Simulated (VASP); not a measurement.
# TaC (Fm-3m) in VASP: notebook

Runs on TaC. Level: PBE. Tasks: single point.

Program: VASP 6.6.1. These are calculated values, not measurements. Logs are shortened: lines on timing, memory, paths and dates and some standing lists are left out, and cuts for length are marked.

## 1. The cell of the first run

The structure is cubic, space group Fm-3m (No. 225). Conventional cell: a = 4.446 Å, b = 4.446 Å, c = 4.446 Å, α = 90.00°, β = 90.00°, γ = 90.00°. Ta (site symmetry m-3m) has 6 C at 2.22 Å within 2.9 Å. Within 2.9 Å of C (site symmetry m-3m) lie 6 Ta at 2.22 Å.

## 2. Single point, PBE

INCAR

```
SYSTEM = TaC
PREC = Accurate ; ENCUT = 600
EDIFF = 1E-6 ; ISMEAR = -1
SIGMA = 0.1 ; LREAL = .FALSE.
LASPH = .TRUE. ; NELM = 120
ALGO = Normal ; ISIF = 2
LWAVE = .FALSE. ; LCHARG = .TRUE.
GGA = PE ; LELF = .TRUE.
LVHAR = .TRUE. ; NBANDS = 14
GGA_COMPAT = .FALSE.
```

KPOINTS

```
Automatic mesh
0
G
  10 10 10
  0 0 0
```

POSCAR

```
TaC
1.0
    0.0000000000      2.2230000000      2.2230000000
    2.2230000000      0.0000000000      2.2230000000
    2.2230000000      2.2230000000      0.0000000000
Ta C
1 1
Direct
    0.0000000000      0.0000000000      0.0000000000
    0.5000000000      0.5000000000      0.5000000000
```

Potentials or basis: VASP PAW PBE potentials, release 64 (Ta_pv, C).

Run with:

```bash
cat potpaw_PBE.64/Ta_pv/POTCAR potpaw_PBE.64/C/POTCAR > POTCAR
mpirun -np 1 vasp_std > vasp.out
```

OUTCAR:

```text
SYSTEM = TaC
   PREC = Accurate
   ENCUT = 600
   EDIFF = 1E-6
   ISMEAR = -1
   LREAL = .FALSE.
   LASPH = .TRUE.
   NELM = 120
   ISIF = 2
   GGA = PE

 ion  position               nearest neighbor table
   1  0.000  0.000  0.000-   2 2.22   2 2.22   2 2.22   2 2.22   2 2.22   2 2.22
   2  0.500  0.500  0.500-   1 2.22   1 2.22   1 2.22   1 2.22   1 2.22   1 2.22

  LATTYP: Found a face centered cubic cell.
 ALAT       =     4.4460000000

  Lattice vectors:

 A1 = (   0.0000000000,   2.2230000000,   2.2230000000)
 A2 = (   2.2230000000,   0.0000000000,   2.2230000000)
 A3 = (   2.2230000000,   2.2230000000,   0.0000000000)

Analysis of symmetry for initial positions (statically):
=====================================================================
 Subroutine PRICEL returns:
 Original cell was already a primitive cell.

 Routine SETGRP: Setting up the symmetry group for a
 face centered cubic supercell.

 Subroutine GETGRP returns: Found 48 space group operations
 (whereof 48 operations were pure point group operations)
 out of a pool of 48 trial point group operations.

The static configuration has the point symmetry O_h .

Analysis of symmetry for dynamics (positions and initial velocities):
=====================================================================
 Subroutine PRICEL returns:
 Original cell was already a primitive cell.

 Routine SETGRP: Setting up the symmetry group for a
 face centered cubic supercell.

 Subroutine GETGRP returns: Found 48 space group operations
 (whereof 48 operations were pure point group operations)
 out of a pool of 48 trial point group operations.

The dynamic configuration has the point symmetry O_h .

 Subroutine INISYM returns: Found 48 space group operations
 (whereof 48 operations are pure point group operations),
 and found     1 'primitive' translations

----------------------------------------------------------------------------------------

                                     Primitive cell

  volume of cell :      21.9709

  direct lattice vectors                    reciprocal lattice vectors
     0.000000000  2.223000000  2.223000000    -0.224921278  0.224921278  0.224921278
     2.223000000  0.000000000  2.223000000     0.224921278 -0.224921278  0.224921278
     2.223000000  2.223000000  0.000000000     0.224921278  0.224921278 -0.224921278

  length of vectors
     3.143796749  3.143796749  3.143796749     0.389575080  0.389575080  0.389575080

  position of ions in fractional coordinates (direct lattice)
     0.000000000  0.000000000  0.000000000
     0.500000000  0.500000000  0.500000000
[... 83 lines left out ...]
   ISIF   =      2    stress and relaxation
   ISYM   =      2    0-nonsym 1-usesym 2-fastsym
   POTIM  = 0.5000    time-step for ionic-motion
   TEBEG  =    0.0;   TEEND  =   0.0 temperature during run
   PSTRESS=    0.0 pullay stress
   NELECT =      15.0000    total number of electrons
   NUPDOWN=      -1.0000    fix difference up-down
   EMIN   =  10.00;   EMAX   =-10.00  energy-range for DOS
   EFERMI =   0.00;   METHOD = LEGACY
   ISMEAR =    -1;   SIGMA  =   0.10  broadening in eV -4-tet -1-fermi 0-gaus
   EFERMI_NEDOS =   21; number of points for ismear=-14 and -15
   IALGO  =     38    algorithm
   IMIX   =      4    mixing-type and parameters
     AMIX     =   0.40;   BMIX     =  1.00
     AMIX_MAG =   1.60;   BMIX_MAG =  1.00
  volume/ion in A,a.u.               =      10.99        74.13
  Fermi-wavevector in a.u.,A,eV,Ry     =   1.441526  2.724089 28.272865  2.077997
  Thomas-Fermi vector in A             =   2.560148
   LORBIT       =      0    0 simple, 1 ext, 2 COOP (PROOUT), +10 PAW based schemes
   GGA     = PE    functional components
   LHFCALC =     F    Hartree Fock is set to
   AEXX    =    0.0000 exact exchange contribution
   IVDW    =     0    specifies the selected vdW correction
   LEPSILON=     F    determine dielectric tensor
   LRPA    =     F    only Hartree local field effects (RPA)
 non-spin polarized calculation
  energy-cutoff  :      600.00
  volume of cell :       21.97
 maximum number of plane-waves:       754
 NGX is ok and might be reduce to    28
   NGX = 13   NGY = 13   NGZ = 13

 number of electron      14.9999999 magnetization

 Free energy of the ion-electron system (eV)
  ---------------------------------------------------
  ext. energy  EPLUGINS =         0.00000000
  ---------------------------------------------------
  free energy    TOTEN  =       -22.20882507 eV

  energy without entropy =      -22.19442240  energy(sigma->0) =      -22.20162373

 E-fermi :   8.4394     XC(G=0): -13.2352

 val. band max:        8.3713064888   @ k =   0.2000   0.0000   0.0000
 cond. band min:       8.5745099852   @ k =  -0.4000   0.3000   0.0000
 fundamental gap:      0.2032034964
 Fermi energy:         8.4394180896

 k-point     1 :       0.0000    0.0000    0.0000
  band No.  band energies     occupation
      1     -26.5891      2.00000
      2     -26.5891      2.00000
      3     -26.5891      2.00000
      4      -6.4044      2.00000
      5       7.1151      2.00000
      6       7.1151      2.00000
      7       7.1151      2.00000
      8       7.9741      1.98112
      9       7.9741      1.98112
     10       7.9741      1.98112
     11       9.1218      0.00217
     12       9.1218      0.00217
     13      15.1081      0.00000
     14      18.5163      0.00000
[... 377 lines left out ...]
      1     -27.1230      2.00000
      2     -26.8058      2.00000
      3     -26.7834      2.00000
      4      -4.0366      2.00000
      5       2.4131      2.00000
      6       4.0912      2.00000
      7       5.7394      2.00000
      8       6.6102      2.00000
      9      11.2287      0.00000
     10      12.5091      0.00000
     11      12.7323      0.00000
     12      15.7561      0.00000
     13      18.8783      0.00000
     14      20.5957      0.00000

 [... further k-points ...]
[... 5 lines left out ...]
  --------------------------------------------------------------------------------------
  -------------------------------------------------------------------------------------
  Total        1.0036552      1.0036552      1.0036552      0.0000000     -0.0000000      0.0000000
  in kB       73.1891565     73.1891565     73.1891565      0.0000000     -0.0000000      0.0000000
  external PRESSURE =      73.1891565 kB  Pullay stress =       0.0000000 kB

 VOLUME and BASIS-vectors are now :
 -----------------------------------------------------------------------------
  energy-cutoff  :      600.00
  volume of cell :       21.97
      direct lattice vectors                 reciprocal lattice vectors
     0.000000000  2.223000000  2.223000000    -0.224921278  0.224921278  0.224921278
     2.223000000  0.000000000  2.223000000     0.224921278 -0.224921278  0.224921278
     2.223000000  2.223000000  0.000000000     0.224921278  0.224921278 -0.224921278

 POSITION                                       TOTAL-FORCE (eV/Angst)
 -----------------------------------------------------------------------------------
      0.00000      0.00000      0.00000        -0.000000      0.000000     -0.000000
      2.22300      2.22300      2.22300         0.000000      0.000000      0.000000
 -----------------------------------------------------------------------------------
    total drift:                                0.000000      0.000000      0.000000

  FREE ENERGIE OF THE ION-ELECTRON SYSTEM (eV)
  ---------------------------------------------------
  free  energy   TOTEN  =       -22.2088250710 eV

  energy  without entropy=      -22.1944223956  energy(sigma->0) =      -22.20162373
```

OSZICAR:

```text
N       E                     dE             d eps       ncg     rms          rms(c)
DAV:   1     0.857791791541E+02    0.85779E+02   -0.84221E+03  1316   0.116E+03
DAV:   2    -0.226597151393E+02   -0.10844E+03   -0.10265E+03  1640   0.302E+02
DAV:   3    -0.256584336743E+02   -0.29987E+01   -0.29761E+01  1568   0.443E+01
DAV:   4    -0.256760791462E+02   -0.17645E-01   -0.17632E-01  1484   0.368E+00
DAV:   5    -0.256761792278E+02   -0.10008E-03   -0.10008E-03  1538   0.259E-01    0.249E+01
DAV:   6    -0.222608250750E+02    0.34154E+01   -0.75646E+00  1512   0.251E+01    0.903E+00
DAV:   7    -0.222372817674E+02    0.23543E-01   -0.43798E-01  1676   0.491E+00    0.614E+00
DAV:   8    -0.222153967216E+02    0.21885E-01   -0.10271E-01  1526   0.254E+00    0.160E+00
DAV:   9    -0.222088260793E+02    0.65706E-02   -0.13540E-02  1448   0.801E-01    0.123E-01
DAV:  10    -0.222088401877E+02   -0.14108E-04   -0.73848E-04  1736   0.301E-01    0.305E-02
DAV:  11    -0.222088260147E+02    0.14173E-04   -0.32999E-05  1486   0.599E-02    0.749E-03
DAV:  12    -0.222088250710E+02    0.94375E-06   -0.32656E-06  1596   0.164E-02
   1 F= -.22208825E+02 E0= -.22201624E+02  d E =-.144027E-01
```

Wall time 28 s (1 thread of AMD EPYC 7R13, shared host); peak memory 0.14 GiB.

Results:

```
Free energy : -22.2088 eV
Pressure    : 7.3 GPa
```

Caveat: spin-orbit coupling is left out, which moves the levels of the heavy elements.

## 3. Single point, PBE

INCAR

```
PREC = Accurate
ENCUT = 600
EDIFF = 1E-6
ISMEAR = -1
SIGMA = 0.1
LREAL = False
LASPH = True
NELM = 120
ALGO = Normal
ISIF = 2
LWAVE = False
LCHARG = False
GGA = PE
NBANDS = 14
GGA_COMPAT = False
```

KPOINTS

```
regular mesh
0
Gamma
  10 10 10
```

POSCAR is that of step 2.

Potentials or basis: VASP PAW PBE potentials, release 64 (Ta_pv, C).

Run with:

```bash
cat potpaw_PBE.64/Ta_pv/POTCAR potpaw_PBE.64/C/POTCAR > POTCAR
mpirun -np 1 vasp_std > vasp.out
```

Run time: 27 s. Hardware: 1 thread of AMD EPYC 7R13, shared host; peak memory 0.14 GiB.

It converged, with:

* Free energy: -22.2088 eV
* Pressure: 7.3 GPa

Levels at points of the mesh, in eV from the Fermi level:
```
           k point  band 5  band 6  band 7  band 8  band 9  band 10  band 11  band 12
(0.00, 0.00, 0.00)   -1.32   -1.32   -1.32   -0.47   -0.47    -0.47     0.68     0.68
(0.50, 0.00, 0.00)   -8.76   -5.50   -5.50    2.77    2.77     3.76     5.44    10.06
(0.50, 0.50, 0.00)   -4.61   -4.56   -1.75   -1.75    2.66     4.16     4.16     6.98
```

Caveat: spin-orbit coupling is left out, which moves the levels of the heavy elements.
